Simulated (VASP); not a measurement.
# B16HN16 (a cell with a defect) in VASP: further runs, part 2 of 2

VASP 6.6.1. The steps go on from the part before.

**3. Relaxation of the atoms, PBE+D3(BJ) (with an interstitial atom)**

INCAR reads:

```
SYSTEM = B16HN16
PREC     = Accurate       ! precision mode
ENCUT    = 520            ! plane-wave cutoff, eV
EDIFF    = 1E-6           ! SCF threshold, eV
ISMEAR   = 0              ! smearing method
SIGMA    = 0.01           ! smearing width, eV
LREAL    = Auto         
LASPH    = .TRUE.         ! aspherical terms in the spheres
NELM     = 100            ! most SCF steps
ALGO     = Normal         ! electronic algorithm
ISIF     = 2              ! what is computed and relaxed
LWAVE    = .FALSE.        ! write WAVECAR
LCHARG   = .FALSE.        ! write CHGCAR
GGA      = PE             ! functional
IVDW     = 12             ! dispersion correction
IBRION   = 2              ! ionic algorithm
NSW      = 65             ! ionic steps
EDIFFG   = -0.025         ! ionic threshold
NELECT   = 130.0        
KPAR     = 2
```

KPOINTS reads:

```
Automatic mesh
0
Gamma
  2 2 2
  0.5 0.5 0.5
```

POSCAR reads:

```
B16HN16
1.0
   -5.0122276274      2.8938109699      3.2948837584
    0.0000000000     -5.7876219398      3.2948837584
    5.0122276274      2.8938109699      3.2948837584
B N H
16 16 1
Direct
    0.2500478118      0.7423881324      0.9983419792
    0.4998208351      0.4926138142      0.9983415191
    0.7536989368      0.2464312648      1.0031324085
    0.9990650153      0.7423813405      0.2493091483
    1.0038654884      0.9962667778      1.0031333966
    0.2659674648      0.5051348741      0.2635206711
    0.4998122780      0.2416293780      0.2493067548
    0.7647122199      0.7572774730      0.5124298595
    0.7550710826      0.9976376717      0.2542622094
    0.9990602717      0.4926028430      0.4990789923
    0.2500346202      0.2416254595      0.4990774114
    0.5050026042      0.7506998023      0.7590565658
    0.5101421493      1.0038328527      0.5094097314
    0.7605717261      0.4994528840      0.7547393069
    1.0038644438      0.2464313191      0.7529659015
    0.2549955035      0.9976406438      0.7543431137
    0.5884025322      0.0801978242      0.3375958630
    0.8376329410      0.8309710641      0.3375975665
    0.0754093994      0.5719290363      0.3286312018
    0.3383269945      0.0801975663      0.5876715953
    0.3292540556      0.3147229682      0.3305234779
    0.5998030112      0.8428598888      0.6005207311
    0.8343755498      0.5786549423      0.5828650513
    0.0869044114      0.0793599452      0.8360608396
    0.0841997768      0.3267663506      0.5832784943
    0.3383329386      0.8309756497      0.8369063583
    0.5907625204      0.5824638965      0.8392254920
    0.8367893951      0.0793562018      0.0861695681
    0.8367924533      0.3294703791      0.8360601671
    0.0842054807      0.8265832622      0.0834734699
    0.3293762790      0.5719426664      0.0746959055
    0.5840148164      0.3267705640      0.0834718259
    0.4033153105      0.6431004560      0.4017970527
```

Potentials or basis: VASP PAW PBE potentials, release 64 (B, N, H).

Run with:

```
$ cat potpaw_PBE.64/B/POTCAR potpaw_PBE.64/N/POTCAR potpaw_PBE.64/H/POTCAR > POTCAR
$ mpirun -np 4 vasp_std > vasp.out
```

OUTCAR:

```text
SYSTEM = B16HN16
   PREC = Accurate
   ENCUT = 520
   EDIFF = 1E-6
   ISMEAR = 0
   LREAL = Auto
   LASPH = .TRUE.
   NELM = 100
   ISIF = 2
   GGA = PE
   IVDW = 12
   IBRION = 2
   NSW = 65
   EDIFFG = -0.025
   NELECT = 130.0
 IVDW          = 12

 ion  position               nearest neighbor table
   1  0.250  0.742  0.998-  31 1.44  26 1.45  30 1.45
   2  0.500  0.493  0.998-  31 1.44  27 1.45  32 1.45
   3  0.754  0.246  0.003-  32 1.45  29 1.45  28 1.45
   4  0.999  0.742  0.249-  19 1.44  18 1.45  30 1.45
   5  0.004  0.996  0.003-  30 1.45  24 1.45  28 1.45
   6  0.266  0.505  0.264-  33 1.36  31 1.48  21 1.49  19 1.50
   7  0.500  0.242  0.249-  21 1.44  17 1.45  32 1.45
   8  0.765  0.757  0.512-  18 1.44  23 1.44  22 1.46
   9  0.755  0.998  0.254-  18 1.44  17 1.44  28 1.45
[... 466 lines left out ...]

 number of electron     129.9999989 magnetization

------------------------ aborting loop because EDIFF is reached ----------------------------------------
[... 137 lines left out ...]
--------------------------------------- Ionic step       26  -------------------------------------------

 number of electron     129.9999987 magnetization

 Free energy of the ion-electron system (eV)
  ---------------------------------------------------
  ext. energy  EPLUGINS =         0.00000000
  ---------------------------------------------------
  free energy    TOTEN  =      -278.33687759 eV

  energy without entropy =     -278.33687759  energy(sigma->0) =     -278.33687759

 E-fermi :   3.6544     XC(G=0): -10.2598

 val. band max:        3.5899594072   @ k =   0.2500   0.2500   0.2500
 cond. band min:       7.0784762024   @ k =   0.2500  -0.2500   0.2500
 fundamental gap:      3.4885167952
 Fermi energy:         3.6543641173

 k-point     1 :       0.2500    0.2500    0.2500
  band No.  band energies     occupation
      1     -15.3100      2.00000
      2     -14.3070      2.00000
      3     -14.3065      2.00000
      4     -14.2815      2.00000
      5     -14.0141      2.00000
      6     -14.0135      2.00000
[... 309 lines left out ...]
     76       9.7248      0.00000
     77       9.7502      0.00000
 [bands above 77 left out]

------------------------ aborting loop because EDIFF is reached ----------------------------------------

 Edisp (eV)   -4.67090

 E8    (eV) :    -1.3634
[... 56 lines left out ...]
  FREE ENERGIE OF THE ION-ELECTRON SYSTEM (eV)
  ---------------------------------------------------
  free  energy   TOTEN  =      -283.0077811832 eV

  energy  without entropy=     -283.0077811832  energy(sigma->0) =     -283.00778118

 reached required accuracy - stopping structural energy minimisation
```

CONTCAR:

```text
B16HN16
   1.00000000000000
    -5.0122276273999997    2.8938109699000001    3.2948837584000001
     0.0000000000000000   -5.7876219398000002    3.2948837584000001
     5.0122276273999997    2.8938109699000001    3.2948837584000001
  B               N               H
    16    16     1
Direct
     0.2471007451696411    0.7362207099677915    0.9941551430390451
     0.4939962893103070    0.4895534645721358    0.9941841014099234
     0.7541195636544096    0.2475670148851025    0.0043656691035560
     0.9950840847734278    0.7364138654864810    0.2464263612365616
     0.0050869371185036    0.9963781715863218    0.0042960533322567
     0.2794248891523800    0.5215430089061123    0.2786736669674931
[... 25 lines left out ...]
     0.5812650987889034    0.3238399224783612    0.0806499854647468
     0.4016368285615983    0.6426572040196626    0.4006542923782715

  0.00000000E+00  0.00000000E+00  0.00000000E+00
  0.00000000E+00  0.00000000E+00  0.00000000E+00
  0.00000000E+00  0.00000000E+00  0.00000000E+00
  0.00000000E+00  0.00000000E+00  0.00000000E+00
  0.00000000E+00  0.00000000E+00  0.00000000E+00
  0.00000000E+00  0.00000000E+00  0.00000000E+00
[... 25 lines left out ...]
  0.00000000E+00  0.00000000E+00  0.00000000E+00
  0.00000000E+00  0.00000000E+00  0.00000000E+00
```

Wall time 9.2 min (4 MPI ranks of Intel Xeon Platinum 8488C (Sapphire Rapids), shared host); peak memory 0.33 GiB.

Results:

```yaml
Free_energy: -283.0078 eV
Energy_gained_by_relaxing: 25.8 meV/atom
Ionic_steps: 26
Largest_force_after_relaxing: 0.022 eV/Å
Dispersion_energy_per_atom: -0.142 eV
```

Forces on the atoms (eV/Å):
```
B   -0.010  0.002  0.007
B    0.014 -0.012 -0.002
B    0.000 -0.002 -0.002
B    0.009  0.015 -0.006
B   -0.002 -0.008  0.002
B   -0.015 -0.002 -0.006
B    0.010  0.003  0.002
B   -0.009  0.015  0.013
B    0.001  0.007 -0.009
B    0.002 -0.014 -0.006
B   -0.021 -0.003  0.001
B    0.004  0.002 -0.002
B   -0.002 -0.010  0.008
B   -0.007 -0.019 -0.001
B    0.003  0.008 -0.002
B   -0.003 -0.001  0.003
N   -0.010  0.003  0.009
N   -0.005 -0.012  0.010
N    0.005 -0.010 -0.012
N    0.008  0.001  0.008
N    0.016  0.004 -0.015
N    0.004 -0.002  0.004
N    0.011  0.011  0.005
N   -0.004 -0.003 -0.011
N   -0.002 -0.002  0.016
N    0.005  0.000  0.008
N   -0.010  0.009  0.015
N    0.005 -0.001 -0.011
N    0.007  0.007 -0.011
N    0.004  0.009  0.011
N   -0.004  0.003 -0.019
N   -0.005  0.006  0.010
H    0.003 -0.004 -0.016
```

The path:
| step | energy change (eV) | largest force (eV/Å) | pressure (GPa) |
| --- | --- | --- | --- |
| 1 | 0.0000 | 4.8527 | 5.99 |
| 2 | 0.5526 | 6.8372 | 7.81 |
| 3 | -0.5999 | 1.5533 | 6.24 |
| 4 | -0.1532 | 6.9562 | 6.04 |
| 5 | -0.7261 | 0.9887 | 6.04 |
| 6 | -0.7587 | 0.7494 | 5.55 |
| 7 | -0.7685 | 0.5458 | 5.70 |
| 8 | -0.8041 | 0.5367 | 5.42 |
| 9 | -0.8042 | 0.5542 | 5.40 |
| 10 | -0.8273 | 0.2863 | 5.13 |
| 11 | -0.8275 | 0.2926 | 5.10 |
| 12 | -0.8367 | 0.2621 | 4.98 |
| 13 | -0.8367 | 0.2686 | 4.97 |
| 14 | -0.8428 | 0.1481 | 4.94 |
| 15 | -0.8441 | 0.1926 | 4.91 |
| 16 | -0.8467 | 0.1199 | 4.87 |
| 17 | -0.8468 | 0.0870 | 4.88 |
| 18 | -0.8480 | 0.0929 | 4.88 |
| 19 | -0.8480 | 0.0996 | 4.88 |
| 20 | -0.8491 | 0.0471 | 4.88 |
| 21 | -0.8492 | 0.0517 | 4.88 |
| 22 | -0.8498 | 0.0412 | 4.87 |
| 23 | -0.8499 | 0.0579 | 4.87 |
| 24 | -0.8504 | 0.0323 | 4.86 |
| 25 | -0.8505 | 0.0486 | 4.86 |
| 26 | -0.8508 | 0.0224 | 4.85 |

Final structure:
```yaml
crystal:
  lattice:
    - [-5.01223, 2.89381, 3.29488]
    - [0.00000, -5.78762, 3.29488]
    - [5.01223, 2.89381, 3.29488]
  atoms:
    - { symbol: B, position: [0.24710, 0.73622, 0.99416] }
    - { symbol: B, position: [0.49400, 0.48955, 0.99418] }
    - { symbol: B, position: [0.75412, 0.24757, 0.00437] }
    - { symbol: B, position: [0.99508, 0.73641, 0.24643] }
    - { symbol: B, position: [0.00509, 0.99638, 0.00430] }
    - { symbol: B, position: [0.27942, 0.52154, 0.27867] }
    - { symbol: B, position: [0.49369, 0.23706, 0.24608] }
    - { symbol: B, position: [0.76479, 0.75899, 0.51573] }
    - { symbol: B, position: [0.75587, 0.99829, 0.25554] }
    - { symbol: B, position: [0.99508, 0.48961, 0.49321] }
    - { symbol: B, position: [0.24679, 0.23694, 0.49281] }
    - { symbol: B, position: [0.51657, 0.75897, 0.76405] }
    - { symbol: B, position: [0.51638, 0.00706, 0.51562] }
    - { symbol: B, position: [0.75591, 0.49875, 0.75510] }
    - { symbol: B, position: [0.00508, 0.24746, 0.75319] }
    - { symbol: B, position: [0.25611, 0.99801, 0.75488] }
    - { symbol: N, position: [0.58854, 0.07941, 0.33826] }
    - { symbol: N, position: [0.83721, 0.83112, 0.33842] }
    - { symbol: N, position: [0.06754, 0.56531, 0.32214] }
    - { symbol: N, position: [0.33892, 0.07925, 0.58765] }
    - { symbol: N, position: [0.32237, 0.30917, 0.32153] }
    - { symbol: N, position: [0.62020, 0.86265, 0.61942] }
    - { symbol: N, position: [0.83732, 0.58173, 0.58799] }
    - { symbol: N, position: [0.08815, 0.08017, 0.83701] }
    - { symbol: N, position: [0.08130, 0.32365, 0.58030] }
    - { symbol: N, position: [0.33912, 0.83101, 0.83632] }
    - { symbol: N, position: [0.58866, 0.58157, 0.83634] }
    - { symbol: N, position: [0.83795, 0.08034, 0.08750] }
    - { symbol: N, position: [0.83801, 0.33077, 0.83716] }
    - { symbol: N, position: [0.08141, 0.82362, 0.08059] }
    - { symbol: N, position: [0.32293, 0.56529, 0.06670] }
    - { symbol: N, position: [0.58127, 0.32384, 0.08065] }
    - { symbol: H, position: [0.40164, 0.64266, 0.40065] }
```

Caveat: the cell carries a net charge on a neutralising background, which shifts energy and pressure; the cell differs from its parent crystal (with an interstitial atom); the cell is charged against a uniform background, so pressure and absolute levels hang on convention.
